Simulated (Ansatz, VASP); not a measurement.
One calculation of BeAl2, two programs

INCAR

```
SYSTEM = BeAl2
  ALGO = Fast
  EDIFF = 1E-6
  EDIFFG = -0.04
  ENCUT = 600
  GGA = PE
  IBRION = 2
  ISIF = 3
  ISMEAR = 0
  LASPH = .TRUE.
  LCHARG = .FALSE.
  LREAL = .FALSE.
  LWAVE = .FALSE.
  NELM = 80
  NSW = 90
  PREC = Accurate
  SIGMA = 0.1
```

The input KPOINTS:

```
k-points
0
G
  6 6 4
  0 0 0
```

POSCAR

```
BeAl2
1.0
    5.3696683710      0.0000000000      0.0000000000
   -2.6848341856      4.6502692193      0.0000000000
    0.0000000000      0.0000000000      5.8956790346
Be Al
3 6
Direct
    0.5000000000      0.0000000000      0.0000000000
    0.5000000000      0.5000000000      0.3333333333
    0.0000000000      0.5000000000      0.6666666667
    0.2110000000      0.4220000000      0.5000000000
    0.7890000000      0.2110000000      0.8333333333
    0.5780000000      0.7890000000      0.1666666667
    0.7890000000      0.5780000000      0.5000000000
    0.2110000000      0.7890000000      0.8333333333
    0.4220000000      0.2110000000      0.1666666667
```

Input for Ansatz:

```yaml
crystal:
  lattice:
    - [5.369668371, 0.0, 0.0]
    - [-2.6848341856, 4.6502692193, 0.0]
    - [0.0, 0.0, 5.8956790346]
  atoms:
    - { symbol: Be, position: [0.5, 0.0, 0.0] }
    - { symbol: Be, position: [0.5, 0.5, 0.3333333333] }
    - { symbol: Be, position: [0.0, 0.5, 0.6666666667] }
    - { symbol: Al, position: [0.211, 0.422, 0.5] }
    - { symbol: Al, position: [0.789, 0.211, 0.8333333333] }
    - { symbol: Al, position: [0.578, 0.789, 0.1666666667] }
    - { symbol: Al, position: [0.789, 0.578, 0.5] }
    - { symbol: Al, position: [0.211, 0.789, 0.8333333333] }
    - { symbol: Al, position: [0.422, 0.211, 0.1666666667] }
basis:
  ecutwfc: 420
kpoints:
  mp_grid: { grid: [6, 6, 4] }
hamiltonian:
  xc: pbe
scf:
  occupations: { method: gaussian, width: 0.1 }
  lower_state_search: "off"
output:
  forces: true
  stress: true
  eigenvalues: true
relax:
  adjacent_minimum: "off"
  f_tol: 0.04
  max_steps: 70
  cell: { stress_tol: 0.4 }
```

Alike in both runs: task relaxation of cell and atoms; functional PBE; k mesh 6 × 6 × 4; occupations gaussian, width 0.1 eV; no spin polarisation.

|  | VASP | Ansatz |
| --- | --- | --- |
| version | VASP 6.6.1 | Ansatz 0.2.0 |
| potentials or method | VASP PAW PBE potentials, release 64 (Be, Al), cutoff 600 eV | scalar-relativistic, plane waves, PAW |
| valence electrons in the cell | 24 | 24 |

```csv
,VASP,Ansatz,Ansatz less VASP
"gap on the k mesh at the Fermi level, each at its own relaxed structure (eV)",none,none,-
relaxed volume (Å³/atom),36.18,24.64,-11.540
relaxed cell length with the largest relative difference (Å),7.725,6.660,-1.0649
```

A gap of «none» marks a metal or a gap that the smearing closes. One of these differences is far larger than is usual between the two programs; its cause wasn't traced.

Noted on VASP's run: the volume moved by over 15 % at a fixed basis, so the end points are rough.
